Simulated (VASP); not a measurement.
# Co: single point with PBE

Co:

```xyz
1
Lattice="-1.4600 1.4600 1.4600 1.4600 -1.4600 1.4600 1.4600 1.4600 -1.4600" Properties=species:S:1:pos:R:3 pbc="T T T"
Co    0.0000    0.0000    0.0000
```

This isn't the form of Co at room conditions, which is hcp.

```
Program                : VASP 6.6.1
Task                   : single point
Functional             : PBE
Potentials or basis    : VASP PAW PBE potentials, release 64 (Co)
Cutoff                 : 520 eV
k mesh                 : 18 × 18 × 18
Occupations            : fermi-dirac, width 0.05 eV
Spin                   : collinear spin, ferromagnetic start
Starting moments       : [1.826] μB
Dipole correction      : no
Further INCAR settings : ALGO = Normal; EDIFF = 1e-06; NBANDS = 14
```

```yaml
Pressure: -17.7 GPa
Net_moment: 1.83 μB per cell
Site_moments: Co +1.87 μB
Valence_electrons_inside_the_program's_atomic_spheres: Co 8.03
```

Levels at points of the mesh, in eV from the Fermi level:
Spin up:
| k point | band 1 | band 2 | band 3 | band 4 | band 5 | band 6 | band 7 | band 8 | band 9 | band 10 |
| --- | --- | --- | --- | --- | --- | --- | --- | --- | --- | --- |
| (0.00, 0.00, 0.00) | -8.48 | -2.89 | -2.89 | -2.89 | -2.07 | -2.07 | 24.00 | 24.00 | 24.00 | 28.33 |
| (0.50, 0.00, 0.00) | -4.95 | -3.69 | -2.00 | -1.95 | -0.89 | -0.02 | 5.30 | 17.17 | 17.87 | 21.47 |
| (0.50, 0.50, 0.50) | -4.84 | -4.84 | -1.09 | -1.09 | -1.09 | 8.61 | 8.61 | 8.61 | 13.85 | 13.85 |
Spin down:
```csv
k point,band 1,band 2,band 3,band 4,band 5,band 6,band 7,band 8,band 9
"(0.00, 0.00, 0.00)",-8.45,-1.28,-1.28,-1.28,0.35,0.35,23.71,23.71,23.71
"(0.50, 0.00, 0.00)",-3.83,-2.23,-0.06,0.21,0.52,0.97,6.33,17.17,18.21
"(0.50, 0.50, 0.50)",-3.14,-3.14,0.75,0.75,0.75,8.69,8.69,8.69,14.57
```

Run time: 2.4 min on 1 thread of Intel Xeon 8259CL, with other jobs on the host, peak memory 0.17 GiB.

Caveat: the cell stands under tension.
